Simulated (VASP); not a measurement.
# BiTe in VASP: notebook, part 2 of 2

VASP 6.6.1. The steps go on from the part before.

### Step 4. Single point, PBEsol, collinear spin

This run uses another cell than the first one.

INCAR

```
ALGO = Normal ; EDIFF = 1E-6
ENCUT = 520 ; GGA = PS
ISIF = 2 ; ISMEAR = 0
ISPIN = 2 ; LASPH = True
LCHARG = True ; LELF = True
LORBIT = 11 ; LREAL = False
LVHAR = True ; LWAVE = False
MAGMOM = 0.5 0.5 ; NBANDS = 22
NELM = 150 ; PREC = Accurate
SIGMA = 0.05
```

KPOINTS

```
k-points
0
Gamma
  1 1 21
```

POSCAR

```
BiTe
1.0
   11.6000000000      0.0000000000      0.0000000000
    0.0000000000      9.3000000000      0.0000000000
    0.0000000000      0.0000000000      3.0665895489
Bi Te
1 1
Direct
    0.3873094541      0.5000000000      0.0000000000
    0.6126905459      0.5000000000      0.5000000000
```

Potentials or basis: VASP PAW PBE potentials, release 64 (Bi_d, Te).

Launch:

```bash
> cat potpaw_PBE.64/Bi_d/POTCAR potpaw_PBE.64/Te/POTCAR > POTCAR
> mpirun -np 1 vasp_std > vasp.out
```

OUTCAR:

```text
EDIFF = 1E-6
   ENCUT = 520
   GGA = PS
   ISIF = 2
   ISMEAR = 0
   ISPIN = 2
   LASPH = True
   LORBIT = 11
   LREAL = False
   NELM = 150
   PREC = Accurate

 ion  position               nearest neighbor table
   1  0.387  0.500  0.000-   2 3.03   2 3.03
   2  0.613  0.500  0.500-   1 3.03   1 3.03

  LATTYP: Found a simple orthorhombic cell.
 ALAT       =     3.0665895489
 B/A-ratio  =     3.0326849589
 C/A-ratio  =     3.7827038197

  Lattice vectors:

 A1 = (   0.0000000000,   0.0000000000,  -3.0665895489)
 A2 = (   0.0000000000,   9.3000000000,   0.0000000000)
 A3 = (  11.6000000000,   0.0000000000,   0.0000000000)

Analysis of symmetry for initial positions (statically):
=====================================================================
 Subroutine PRICEL returns:
 Original cell was already a primitive cell.

 Routine SETGRP: Setting up the symmetry group for a
 simple orthorhombic supercell.

 Subroutine GETGRP returns: Found  4 space group operations
 (whereof  4 operations were pure point group operations)
 out of a pool of  8 trial point group operations.

The static configuration has the point symmetry C_2v.

Analysis of symmetry for dynamics (positions and initial velocities):
=====================================================================
 Subroutine PRICEL returns:
 Original cell was already a primitive cell.

 Routine SETGRP: Setting up the symmetry group for a
 simple orthorhombic supercell.

 Subroutine GETGRP returns: Found  4 space group operations
 (whereof  4 operations were pure point group operations)
 out of a pool of  8 trial point group operations.

The dynamic configuration has the point symmetry C_2v.

Analysis of structural, dynamic, and magnetic symmetry:
=====================================================================
 Subroutine PRICEL returns:
 Original cell was already a primitive cell.

[... 137 lines left out ...]
  ---------------------------------------------------
  ext. energy  EPLUGINS =         0.00000000
  ---------------------------------------------------
  free energy    TOTEN  =        -6.31602704 eV

  energy without entropy =       -6.31330787  energy(sigma->0) =       -6.31466746

 E-fermi :  -2.2809     XC(G=0):  -2.9744

 val. band max:       -2.3887623508   @ k =   0.0000   0.0000   0.2381
 cond. band min:      -2.2480792014   @ k =   0.0000   0.0000   0.4762
 fundamental gap:      0.1406831494
 Fermi energy:        -2.2808540613

 spin component 1

 k-point     1 :       0.0000    0.0000    0.0000
  band No.  band energies     occupation
      1     -25.5636      1.00000
      2     -25.2782      1.00000
      3     -25.2680      1.00000
      4     -25.2383      1.00000
      5     -25.1253      1.00000
      6     -15.3495      1.00000
[... 264 lines left out ...]
     21       5.9251      0.00000
     22       6.1744      0.00000
 Fermi energy:        -2.2808540613

 spin component 2

 k-point     1 :       0.0000    0.0000    0.0000
  band No.  band energies     occupation
      1     -25.5636      1.00000
      2     -25.2782      1.00000
      3     -25.2680      1.00000
      4     -25.2383      1.00000
      5     -25.1253      1.00000
      6     -15.3496      1.00000
[... 264 lines left out ...]
     21       5.9250      0.00000
     22       6.1746      0.00000

------------------------ aborting loop because EDIFF is reached ----------------------------------------

  FORCE on cell =-STRESS in cart. coord.  units (eV):
  Direction    XX          YY          ZZ          XY          YZ          ZX
  --------------------------------------------------------------------------------------
  -------------------------------------------------------------------------------------
  Total       -0.0076153      0.0448243     -0.0198136      0.0000000      0.0000000      0.0000000
  in kB       -0.0368808      0.2170837     -0.0959572      0.0000000      0.0000000      0.0000000
  external PRESSURE =       0.0280819 kB  Pullay stress =       0.0000000 kB

 VOLUME and BASIS-vectors are now :
 -----------------------------------------------------------------------------
  energy-cutoff  :      520.00
  volume of cell :      330.82
      direct lattice vectors                 reciprocal lattice vectors
    11.600000000  0.000000000  0.000000000     0.086206897  0.000000000  0.000000000
     0.000000000  9.300000000  0.000000000     0.000000000  0.107526882  0.000000000
     0.000000000  0.000000000  3.066589549     0.000000000  0.000000000  0.326095157

 POSITION                                       TOTAL-FORCE (eV/Angst)
 -----------------------------------------------------------------------------------
      4.49279      4.65000      0.00000        -0.013737      0.000000      0.000000
      7.10721      4.65000      1.53329         0.013737      0.000000      0.000000
 -----------------------------------------------------------------------------------
    total drift:                               -0.000484      0.000000     -0.000000

  FREE ENERGIE OF THE ION-ELECTRON SYSTEM (eV)
  ---------------------------------------------------
  free  energy   TOTEN  =        -6.3160270374 eV

  energy  without entropy=       -6.3133078732  energy(sigma->0) =       -6.31466746

 total charge

# of ion       s       p       d       tot
------------------------------------------
    1        1.531   1.299   9.922  12.752
    2        1.414   1.866   0.034   3.314
--------------------------------------------------
tot          2.945   3.165   9.957  16.066

 magnetization (x)

# of ion       s       p       d       tot
------------------------------------------
    1       -0.000  -0.000  -0.000  -0.000
    2       -0.000  -0.000  -0.000  -0.000
--------------------------------------------------
tot         -0.000  -0.000  -0.000  -0.000
```

OSZICAR:

```text
N       E                     dE             d eps       ncg     rms          rms(c)
DAV:   1     0.127498295829E+03    0.12750E+03   -0.84814E+03  1136   0.678E+02
DAV:   2     0.476600773748E+01   -0.12273E+03   -0.11782E+03  1176   0.171E+02
[... 16 lines left out ...]
DAV:  19    -0.631600574175E+01   -0.40794E-04   -0.30887E-06   948   0.626E-03    0.146E-03
DAV:  20    -0.631602147916E+01   -0.15737E-04   -0.16654E-06   882   0.390E-03    0.772E-04
DAV:  21    -0.631602295778E+01   -0.14786E-05   -0.11529E-07   936   0.131E-03    0.365E-04
DAV:  22    -0.631602544778E+01   -0.24900E-05   -0.10826E-07   834   0.995E-04    0.215E-04
DAV:  23    -0.631602657110E+01   -0.11233E-05   -0.90297E-08   830   0.817E-04    0.146E-04
DAV:  24    -0.631602703742E+01   -0.46632E-06   -0.20034E-08   876   0.423E-04
   1 F= -.63160270E+01 E0= -.63146675E+01  d E =-.271916E-02  mag=     0.0000
```

It took 3.4 min on 1 thread of Intel Xeon Platinum 8488C (Sapphire Rapids), shared host; peak memory 0.55 GiB.

What came out:

* Free energy: -6.3160 eV
* Largest force: 0.014 eV/Å
* Net moment: 0.00 μB per cell
* Valence electrons inside the program's atomic spheres: Bi 12.75; Te 3.31

Forces on the atoms (eV/Å):
```
Bi  -0.014  0.000  0.000
Te   0.014  0.000  0.000
```

Levels at points of the mesh, in eV from the Fermi level:
Spin up:
```
           k point  band 8  band 9  band 10  band 11  band 12  band 13
(0.00, 0.00, 0.00)   -3.67   -2.86    -0.89     1.15     3.22     3.33
```
Spin down:
```csv
k point,band 6,band 7,band 8,band 9,band 10,band 11,band 12,band 13,band 14,band 15
"(0.00, 0.00, 0.00)",-13.07,-10.76,-3.67,-2.86,-0.89,1.15,3.22,3.33,4.13,4.78
```

Caveat: the PAW data sets were made with another functional, which shifts forces and pressure a little; spin-orbit coupling is left out, which moves the levels of the heavy elements.

### Step 5. Overview

| cell | k mesh | gap on the mesh (eV) | moment (μB) | largest force (eV/Å) |
| --- | --- | --- | --- | --- |
| a = 10.300, b = 9.300, c = 5.179 Å, 2 atoms, atomic positions A | 1 × 1 × 13 | none | 0.38 | 0.20 |
| a = 11.600, b = 9.300, c = 3.050 Å, 2 atoms, atomic positions B | 1 × 1 × 21 | none | 0.00 | 0.21 |
| a = 11.600, b = 9.300, c = 3.067 Å, 2 atoms, atomic positions C | 1 × 1 × 21 | none | 0.00 | 0.01 |

Alike in all rows: task single point; level PBEsol; potentials or basis VASP PAW PBE potentials, release 64 (Bi_d, Te); spin collinear; cutoff (eV) 520; smearing gaussian 0.05 eV.

Caveats: the PAW data sets were made with another functional, which shifts forces and pressure a little; spin-orbit coupling is left out, which moves the levels of the heavy elements; a moment this small can come from the mesh or the smearing (at least some runs).

Total energies depend on the potentials used, so only differences within one code and one set of settings carry meaning.

The gap in the log of VASP goes by the Fermi energy; the results here count the filled bands.